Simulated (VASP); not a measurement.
Write the native input for VASP 6.6.1 that does the following.

| Property | Result |
| --- | --- |
| Task | relaxation of cell and atoms |
| Functional | PBE |
| Potentials or basis | VASP PAW PBE potentials, release 64 (Nb_sv) |
| Cutoff | 600 eV |
| k mesh | 17 × 17 × 17 |
| Occupations | fermi-dirac, width 0.05 eV |
| Spin | non-collinear spin, zero start, spin-orbit coupling |
| Starting moments | [[0.0, 0.0, 0.0]] μB |
| Dipole correction | no |
| Further INCAR settings | ALGO = Normal; EDIFF = 1e-06; IBRION = 2; EDIFFG = -0.005; NSW = 60; ISIF = 3 |

The structure of Nb lies in POSCAR:

```
Nb
1.0
   -1.6548069191      1.6548069191      1.6548069191
    1.6548069191     -1.6548069191      1.6548069191
    1.6548069191      1.6548069191     -1.6548069191
Nb
1
Direct
    0.0000000000      0.0000000000      0.0000000000
```

The input as run:

INCAR

```
PREC = Accurate
ENCUT = 600
EDIFF = 1E-6
ISMEAR = -1
SIGMA = 0.05
LREAL = False
LASPH = True
NELM = 150
ALGO = Normal
ISIF = 3
LWAVE = False
LCHARG = False
MAGMOM = 0 0 0
LORBIT = 11
LSORBIT = True
GGA_COMPAT = False
LORBMOM = True
LMAXMIX = 4
GGA = PE
IBRION = 2
NSW = 60
EDIFFG = -0.005
```

KPOINTS

```
Automatic mesh
0
Gamma
  17 17 17
```

Potentials or basis: VASP PAW PBE potentials, release 64 (Nb_sv).

Run with:

```console
$ cat potpaw_PBE.64/Nb_sv/POTCAR > POTCAR
$ mpirun -np 1 vasp_ncl > vasp.out
```

Results of the run:

```
Relaxed volume                                        : 18.09 Å³/atom
Relaxed cell                                          : a = 2.864 Å, b = 2.864 Å, c = 2.864 Å, α = 109.47°, β = 109.47°, γ = 109.47°
Space group after relaxing (to 0.1 Å)                 : Im-3m (No. 229)
Energy gained by relaxing                             : 0.0 meV/atom
Ionic steps                                           : 3
Pressure after relaxing                               : 0.0 GPa
Net moment                                            : 0.00 μB per cell
Valence electrons inside the program's atomic spheres : Nb 10.72
```

Run time: 2 min on 1 thread of Intel(R) Xeon(R) 6975P-C (Granite Rapids), with other jobs on the host, peak memory 0.27 GiB.
